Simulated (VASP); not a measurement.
Set up this calculation in VASP 6.6.1, as the native input.

- Task: single point
- Functional: PBEsol
- Potentials or basis: VASP PAW PBE potentials, release 64 (O, Mg)
- Cutoff: 520 eV
- k mesh: 1 × 1 × 1, shifted
- Occupations: fermi-dirac, width 0.05 eV
- Spin: no spin polarisation
- Dipole correction: no
- Further INCAR settings: LREAL = Auto; ALGO = Normal; EDIFF = 1e-06; NBANDS = 166; ISYM = -1

The structure of MgO (a cell with a defect) lies in POSCAR:

```
MgO
1.0
    8.4288080000      0.0000000000      0.0000000000
    0.0000000000      8.4288080000      0.0000000000
    0.0000000000      0.0000000000      8.4288080000
O Mg
32 32
Direct
    0.2574050000      0.9998390000      0.0003520000
    0.2574020000      0.9998340000      0.5003520000
    0.2574030000      0.4998420000      0.0003510000
    0.7574060000      0.9998400000      0.0003470000
    0.7573950000      0.9998430000      0.5003470000
    0.7573940000      0.4998420000      0.0003560000
    0.7025180000      0.5456780000      0.4555710000
    0.0080720000      0.2489940000      0.0027720000
    0.0162440000      0.2406540000      0.5018840000
    0.0070800000      0.7496550000      0.0002320000
    0.0062710000      0.7493540000      0.5000550000
    0.5077100000      0.2500260000      0.0004740000
    0.5085280000      0.2503160000      0.5006520000
    0.5067170000      0.7506860000      0.9979290000
    0.4985560000      0.7590220000      0.4988230000
    0.0070790000      0.9999900000      0.2505260000
    0.0080710000      0.9974400000      0.7512640000
    0.0061800000      0.5001760000      0.2509490000
    0.0161940000      0.4985570000      0.7594700000
    0.5067270000      0.0022400000      0.2494350000
    0.5077190000      0.9996850000      0.7501730000
    0.4985950000      0.5011200000      0.2412540000
    0.5086290000      0.4995030000      0.7497540000
    0.8123310000      0.4540190000      0.5451440000
    0.2573670000      0.2493130000      0.2498030000
    0.2597490000      0.2479320000      0.7523070000
    0.2550460000      0.7517420000      0.2484020000
    0.2574350000      0.7503670000      0.7509000000
    0.7573850000      0.2516130000      0.2521360000
    0.7582540000      0.2421740000      0.7579980000
    0.7565370000      0.7575100000      0.2427060000
    0.7574150000      0.7480720000      0.7485570000
    0.0328010000      0.4988300000      0.5014090000
    0.0078180000      0.9994390000      0.0007840000
    0.0099750000      0.9986030000      0.5010050000
    0.0099110000      0.4992160000      0.0017070000
    0.5069700000      0.0002450000      0.9999160000
    0.5048270000      0.0010830000      0.4996970000
    0.5048890000      0.5004580000      0.9989970000
    0.4820290000      0.5008480000      0.4992870000
    0.2578150000      0.2482020000      0.0009870000
    0.2585110000      0.2419640000      0.5011470000
    0.2569870000      0.7514790000      0.9997110000
    0.2562720000      0.7577100000      0.4995590000
    0.7579860000      0.2465910000      0.0015510000
    0.7591660000      0.2355160000      0.5021440000
    0.7568160000      0.7530920000      0.9991480000
    0.7556440000      0.7641920000      0.4985660000
    0.2569630000      0.0004800000      0.2486840000
    0.2578390000      0.9992040000      0.7520140000
    0.2562260000      0.5006240000      0.2423840000
    0.2585620000      0.4990600000      0.7583180000
    0.7568020000      0.0010100000      0.2469440000
    0.7580040000      0.9986670000      0.7537540000
    0.7555320000      0.5017750000      0.2365500000
    0.7592910000      0.4979100000      0.7641490000
    0.0078820000      0.2494880000      0.2529480000
    0.0086520000      0.2487960000      0.7514560000
    0.0052930000      0.7506240000      0.2495700000
    0.0079250000      0.7472840000      0.7507560000
    0.5068710000      0.2523840000      0.2499430000
    0.5095120000      0.2490540000      0.7511300000
    0.5061430000      0.7508960000      0.2492380000
    0.5069120000      0.7501980000      0.7477600000
```

These files were run (other wordings do the same):

INCAR

```
SYSTEM = MgO
  PREC = Accurate
  ENCUT = 520
  EDIFF = 1E-6
  ISMEAR = -1
  SIGMA = 0.05
  LREAL = Auto
  LASPH = .True.
  NELM = 120
  ALGO = Normal
  ISIF = 2
  LWAVE = .False.
  LCHARG = .False.
  GGA = PS
  NBANDS = 166
  ISYM = -1
  GGA_COMPAT = .False.
```

KPOINTS

```
explicit points
1
Reciprocal
  0.25000000   0.25000000   0.25000000 1
```

Potentials or basis: VASP PAW PBE potentials, release 64 (O, Mg).

Command:

```bash
$ cat potpaw_PBE.64/O/POTCAR potpaw_PBE.64/Mg/POTCAR > POTCAR
$ mpirun -np 1 vasp_std > vasp.out
```

It gave:

* Pressure: 3.6 GPa
* Largest force: 0.264 eV/Å
* Band gap on the k mesh: 3.42 eV

Caveat: the PAW data sets were made with another functional, which shifts forces and pressure a little.

It took 2.7 min on 1 thread of Intel(R) Xeon(R) 6975P-C (Granite Rapids) (shared host), peak memory 0.56 GiB.
